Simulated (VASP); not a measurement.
# Cr (P6/mmm) in VASP: a series of runs

Runs on Cr. Level: PBE. Tasks: relaxation of cell and atoms, single point.

Program: VASP 6.6.1. These are calculated values, not measurements. Logs are shortened: lines on timing, memory, paths and dates and some standing lists are left out, and cuts for length are marked.

### Step 1. The cell of the first run

The structure is hexagonal, space group P6/mmm (No. 191). Conventional cell: a = 2.032 Å, b = 2.032 Å, c = 1.910 Å, α = 90.00°, β = 90.00°, γ = 120.00°. Cr (site symmetry 6/mmm) has 8 Cr at 1.91 to 2.03 Å within 2.5 Å.

This isn't the form of Cr at room conditions, which is bcc.

### Step 2. Relaxation of cell and atoms, PBE, collinear spin, ferromagnetic start, target pressure 410 GPa, at which the enthalpy is minimised

File INCAR:

```
  PREC = Accurate
  ENCUT = 600
  EDIFF = 1E-6
  ISMEAR = -1
  SIGMA = 0.1
  LREAL = False
  LASPH = True
  NELM = 150
  ALGO = Normal
  ISIF = 3
  LWAVE = False
  LCHARG = False
  ISPIN = 2
  MAGMOM = 2
  LORBIT = 11
  LMAXMIX = 4
  GGA = PE
  IBRION = 2
  NSW = 60
  EDIFFG = -0.005
  PSTRESS = 4100.0
```

File KPOINTS:

```
regular mesh
0
Gamma
  21 21 20
```

File POSCAR:

```
Cr
1.0
    2.0317874932      0.0000000000      0.0000000000
   -1.0158937466      1.7595795842      0.0000000000
    0.0000000000      0.0000000000      1.9098802436
Cr
1
Direct
    0.0000000000      0.0000000000      0.0000000000
```

Potentials or basis: VASP PAW PBE potentials, release 64 (Cr_pv).

Launch:

```
$ cat potpaw_PBE.64/Cr_pv/POTCAR > POTCAR
$ mpirun -np 1 vasp_std > vasp.out
```

OUTCAR:

```text
PREC = Accurate
   ENCUT = 600
   EDIFF = 1E-6
   ISMEAR = -1
   LREAL = False
   LASPH = True
   NELM = 150
   ISIF = 3
   ISPIN = 2
   LORBIT = 11
   GGA = PE
   IBRION = 2
   NSW = 60
   EDIFFG = -0.005
   PSTRESS = 4100.0

 ion  position               nearest neighbor table
   1  0.000  0.000  0.000-

  LATTYP: Found a hexagonal cell.
 ALAT       =     2.0317874932
 C/A-ratio  =     0.9400000000

  Lattice vectors:

 A1 = (   2.0317874932,   0.0000000000,   0.0000000000)
 A2 = (  -1.0158937466,   1.7595795842,   0.0000000000)
 A3 = (   0.0000000000,   0.0000000000,   1.9098802436)

Analysis of symmetry for initial positions (statically):
=====================================================================
 Subroutine PRICEL returns:
 Original cell was already a primitive cell.

 Routine SETGRP: Setting up the symmetry group for a
 hexagonal supercell.

 Subroutine GETGRP returns: Found 24 space group operations
 (whereof 24 operations were pure point group operations)
 out of a pool of 24 trial point group operations.

The static configuration has the point symmetry D_6h.

Analysis of symmetry for dynamics (positions and initial velocities):
=====================================================================
 Subroutine PRICEL returns:
 Original cell was already a primitive cell.

 Routine SETGRP: Setting up the symmetry group for a
 hexagonal supercell.

 Subroutine GETGRP returns: Found 24 space group operations
 (whereof 24 operations were pure point group operations)
 out of a pool of 24 trial point group operations.

The dynamic configuration has the point symmetry D_6h.

Analysis of structural, dynamic, and magnetic symmetry:
=====================================================================
 Subroutine PRICEL returns:
 Original cell was already a primitive cell.

 Routine SETGRP: Setting up the symmetry group for a
 hexagonal supercell.

 Subroutine GETGRP returns: Found 24 space group operations
 (whereof 24 operations were pure point group operations)
 out of a pool of 24 trial point group operations.

The overall configuration has the point symmetry D_6h.

 Subroutine INISYM returns: Found 24 space group operations
 (whereof 24 operations are pure point group operations),
 and found     1 'primitive' translations

----------------------------------------------------------------------------------------

                                     Primitive cell

  volume of cell :       6.8280

  direct lattice vectors                    reciprocal lattice vectors
     2.031787493  0.000000000  0.000000000     0.492177456  0.284158787  0.000000000
[... 101 lines left out ...]
   IALGO  =     38    algorithm
   IMIX   =      4    mixing-type and parameters
     AMIX     =   0.40;   BMIX     =  1.00
     AMIX_MAG =   1.60;   BMIX_MAG =  1.00
  volume/ion in A,a.u.               =       6.83        46.08
  Fermi-wavevector in a.u.,A,eV,Ry     =   1.975623  3.733387 53.104727  3.903087
  Thomas-Fermi vector in A             =   2.997133
   LORBIT       =     11    0 simple, 1 ext, 2 COOP (PROOUT), +10 PAW based schemes
   GGA     = PE    functional components
   LHFCALC =     F    Hartree Fock is set to
   AEXX    =    0.0000 exact exchange contribution
   IVDW    =     0    specifies the selected vdW correction
   LEPSILON=     F    determine dielectric tensor
   LRPA    =     F    only Hartree local field effects (RPA)
 conjugate gradient relaxation of ions
 spin polarized calculation
  energy-cutoff  :      600.00
  volume of cell :        6.83
 maximum number of plane-waves:       239
   NGX =  9   NGY =  9   NGZ =  7

--------------------------------------- Ionic step        1  -------------------------------------------

 number of electron      12.0000001 magnetization      -0.0000312

 number of electron      12.0000001 magnetization       0.0000020

 Free energy of the ion-electron system (eV)
  ---------------------------------------------------
  ext. energy  EPLUGINS =         0.00000000
  ---------------------------------------------------
  free energy    TOTEN  =        -4.47531520 eV

  energy without entropy =       -4.45332968  energy(sigma->0) =       -4.46432244

------------------------ aborting loop because EDIFF is reached ----------------------------------------

  FORCE on cell =-STRESS in cart. coord.  units (eV):
  Direction    XX          YY          ZZ          XY          YZ          ZX
  --------------------------------------------------------------------------------------
  -------------------------------------------------------------------------------------
  Total       18.5315896     18.5315896     16.2900011      0.0000000      0.0000000      0.0000000
  in kB     4348.4043556   4348.4043556   3822.4196196      0.0000000      0.0000000      0.0000000
  external PRESSURE =      73.0761103 kB  Pullay stress =    4100.0000000 kB
[... 260 lines left out ...]
 number of electron      12.0000001 magnetization       0.0000061

 number of electron      12.0000001 magnetization      -0.0000157

 Free energy of the ion-electron system (eV)
  ---------------------------------------------------
  ext. energy  EPLUGINS =         0.00000000
  ---------------------------------------------------
  free energy    TOTEN  =        -4.59866951 eV

  energy without entropy =       -4.57602082  energy(sigma->0) =       -4.58734517

 E-fermi :  20.2501     XC(G=0): -16.8763

 val. band max:       20.2357999654   @ k =   0.3333   0.0952   0.3000
 cond. band min:      20.2524588907   @ k =   0.1429   0.0000   0.2500
 fundamental gap:      0.0166589254
 Fermi energy:        20.2501080137

 spin component 1

 k-point     1 :       0.0000    0.0000    0.0000
  band No.  band energies     occupation
      1     -21.2337      1.00000
      2     -21.2337      1.00000
      3     -20.6755      1.00000
      4      11.6874      1.00000
      5      13.6112      1.00000
      6      18.5149      1.00000
      7      18.5149      1.00000
      8      25.7521      0.00000
      9      25.7521      0.00000
     10      28.4319      0.00000
     11      42.4785      0.00000
[... 310 lines left out ...]
  band No.  band energies     occupation
      1     -23.5228      1.00000
      2     -21.8504      1.00000
      3     -20.4215      1.00000
      4      14.5051      1.00000
      5      14.8487      1.00000
      6      16.8617      1.00000
      7      22.1280      0.00000
      8      23.6167      0.00000
      9      25.2343      0.00000
     10      28.4275      0.00000
     11      43.3493      0.00000

 [... further k-points ...]

 spin component 2

 k-point     1 :       0.0000    0.0000    0.0000
  band No.  band energies     occupation
      1     -21.2337      1.00000
      2     -21.2337      1.00000
      3     -20.6755      1.00000
      4      11.6874      1.00000
      5      13.6112      1.00000
      6      18.5149      1.00000
      7      18.5149      1.00000
      8      25.7521      0.00000
      9      25.7521      0.00000
     10      28.4318      0.00000
     11      42.4785      0.00000
[... 354 lines left out ...]
  energy  without entropy=       -4.5760208229  energy(sigma->0) =       -4.58734517

  enthalpy is  TOTEN    =        12.9747606078 eV   P V=       17.5734301161

 reached required accuracy - stopping structural energy minimisation

 total charge

# of ion       s       p       d       tot
------------------------------------------
    1        0.617   6.710   5.570  12.897

 magnetization (x)

# of ion       s       p       d       tot
------------------------------------------
    1        0.000  -0.000   0.000   0.000
```

OSZICAR:

```text
N       E                     dE             d eps       ncg     rms          rms(c)
DAV:   1     0.801345120678E+02    0.80135E+02   -0.76621E+03 23632   0.159E+03
DAV:   2    -0.321427364704E+01   -0.83349E+02   -0.79558E+02 23532   0.330E+02
DAV:   3    -0.410238395674E+01   -0.88811E+00   -0.88198E+00 24117   0.406E+01
[... 64 lines left out ...]
       N       E                     dE             d eps       ncg     rms          rms(c)
DAV:   1    -0.459896384000E+01   -0.11229E-01   -0.71717E-03 23274   0.112E+00    0.171E-01
DAV:   2    -0.459871764286E+01    0.24620E-03   -0.31646E-04 24324   0.259E-01    0.505E-02
DAV:   3    -0.459867060112E+01    0.47042E-04   -0.64876E-05 23886   0.861E-02    0.253E-02
DAV:   4    -0.459866946593E+01    0.11352E-05   -0.31735E-06 23748   0.247E-02    0.118E-02
DAV:   5    -0.459866950836E+01   -0.42433E-07   -0.24579E-07 11652   0.698E-03
   8 F= 0.12974761E+02 E0= 0.12986085E+02  d E =-.158008E-04  mag=     0.0000
```

CONTCAR:

```text
Cr
   1.00000000000000
     2.0552647206092831    0.0000000000000000    0.0000000000000000
    -1.0276323603046416    1.7799114595429910    0.0000000000000000
    -0.0000000000000000    0.0000000000000000    1.8772283213973466
  Cr
     1
Direct
     0.0000000000000000    0.0000000000000000    1.0000000000000000

  0.00000000E+00  0.00000000E+00  0.00000000E+00
```

Wall time 2.8 min (1 thread of AMD EPYC 9R45 (Zen 5), shared host); peak memory 0.17 GiB.

What came out:

| Item | Value |
| --- | --- |
| Free energy | -4.5987 eV |
| Relaxed volume | 6.87 Å³/atom |
| Relaxed cell | a = 2.055 Å, b = 2.055 Å, c = 1.877 Å, α = 90.00°, β = 90.00°, γ = 120.00° |
| Space group after relaxing (to 0.1 Å) | P6/mmm (No. 191) |
| Energy change on relaxing (the run minimises the enthalpy) | -123.4 meV/atom |
| Ionic steps | 8 |
| Pressure after relaxing | 410.0 GPa |
| Band gap on the k mesh | zero (filled and empty bands overlap) |
| Net moment | 0.00 μB per cell |

The path:
```
step  energy change (eV)  largest force (eV/Å)  pressure (GPa)  volume (Å³)
   1              0.0000                0.0000          417.31         6.83
   2             -0.5444                0.0000          372.84         7.11
   3             -0.2147                0.0000          401.69         6.90
   4              0.5195                0.0000          468.45         6.64
   5             -0.1315                0.0000          409.32         6.87
   6             -0.1289                0.0000          409.63         6.87
   7             -0.1124                0.0000          410.79         6.86
   8             -0.1234                0.0000          410.01         6.87
```

Final structure:
```cif
data_structure
_symmetry_space_group_name_H-M 'P 1'
_symmetry_Int_Tables_number 1
_cell_length_a 2.0553
_cell_length_b 2.0553
_cell_length_c 1.8772
_cell_angle_alpha 90.000
_cell_angle_beta 90.000
_cell_angle_gamma 120.000
_cell_volume 6.87
loop_
_atom_site_label
_atom_site_type_symbol
_atom_site_fract_x
_atom_site_fract_y
_atom_site_fract_z
_atom_site_occupancy
Cr1 Cr 0.00000 0.00000 0.00000 1
```

Levels at points of the mesh, in eV from the Fermi level:
Spin up:
```csv
k point,band 3,band 4,band 5,band 6,band 7,band 8,band 9,band 10
"(0.00, 0.00, 0.00)",-40.93,-8.56,-6.64,-1.74,-1.74,5.50,5.50,8.18
"(0.00, 0.00, 0.50)",-40.90,-3.55,-0.26,-0.26,0.60,0.60,0.89,8.09
```
Spin down:
```
           k point  band 2  band 3  band 4  band 5  band 6  band 7  band 8  band 9  band 10  band 11
(0.00, 0.00, 0.00)  -41.48  -40.93   -8.56   -6.64   -1.74   -1.74    5.50    5.50     8.18    22.23
(0.00, 0.00, 0.50)  -40.90  -40.90   -3.55   -0.26   -0.26    0.60    0.60    0.89     8.09    17.15
```

Caveat: the cell is relaxed towards a set pressure, so the run minimises the enthalpy, not the energy; atoms lie so close that the PAW spheres overlap strongly, which falsifies energies and pressures.

### Step 3. Single point, PBE, collinear spin, ferromagnetic start

This run uses another cell than the first one: it holds 3 atoms, not 1.

File INCAR:

```
SYSTEM = Cr
ALGO     = Normal         ! electronic algorithm
EDIFF    = 1E-6           ! SCF threshold, eV
ENCUT    = 520            ! plane-wave cutoff, eV
GGA      = PE             ! functional
ISIF     = 2              ! what is computed and relaxed
ISMEAR   = -1             ! smearing method
ISPIN    = 2              ! spin polarisation
LASPH    = .TRUE.         ! aspherical terms in the spheres
LCHARG   = .FALSE.        ! write CHGCAR
LMAXMIX  = 4              ! l up to which the mixer works
LORBIT   = 11             ! projections on sites
LREAL    = .FALSE.        ! projectors in reciprocal space
LWAVE    = .FALSE.        ! write WAVECAR
MAGMOM   = 2 2 2          ! initial moments
NBANDS   = 29             ! bands
NELM     = 150            ! most SCF steps
PREC     = Accurate       ! precision mode
SIGMA    = 0.1            ! smearing width, eV
```

File KPOINTS:

```
k-points
0
G
  11 11 15
  0 0 0
```

File POSCAR:

```
Cr
1.0
    3.4727768699      0.0000000000      0.0000000000
   -1.7363884350      3.0075129910      0.0000000000
    0.0000000000      0.0000000000      1.9290214963
Cr
3
Direct
    0.0000000000      0.0000000000      0.0000000000
    0.3333333333      0.6666666667      0.5000000000
    0.6666666667      0.3333333333      0.5000000000
```

Potentials or basis: VASP PAW PBE potentials, release 64 (Cr_pv).

Launch:

```
$ cat potpaw_PBE.64/Cr_pv/POTCAR > POTCAR
$ mpirun -np 1 vasp_std > vasp.out
```

Wall time 68 s (1 thread of Intel Xeon 6975P-C (Granite Rapids), shared host); peak memory 0.22 GiB.

The run converged. Its results:

* Free energy: -14.8505 eV
* Pressure: 431.2 GPa
* Band gap on the k mesh: zero (filled and empty bands overlap)
* Net moment: 0.00 μB per cell

Stress tensor (GPa, compression positive):
```
425.74   0.00   0.00
  0.00 425.74   0.00
  0.00   0.00 442.16
```

Levels at points of the mesh, in eV from the Fermi level:
Spin up:
| k point | band 15 | band 16 | band 17 | band 18 | band 19 | band 20 | band 21 | band 22 |
| --- | --- | --- | --- | --- | --- | --- | --- | --- |
| (0.00, 0.00, 0.00) | -3.23 | -3.12 | -3.12 | -1.08 | -1.08 | 1.90 | 1.90 | 1.99 |
Spin down:
```tsv
k point	band 16	band 17	band 18	band 19	band 20	band 21
(0.00, 0.00, 0.00)	-3.12	-3.12	-1.08	-1.08	1.90	1.90
```

Caveat: atoms lie so close that the PAW spheres overlap strongly, which falsifies energies and pressures; the cell stands under pressure.
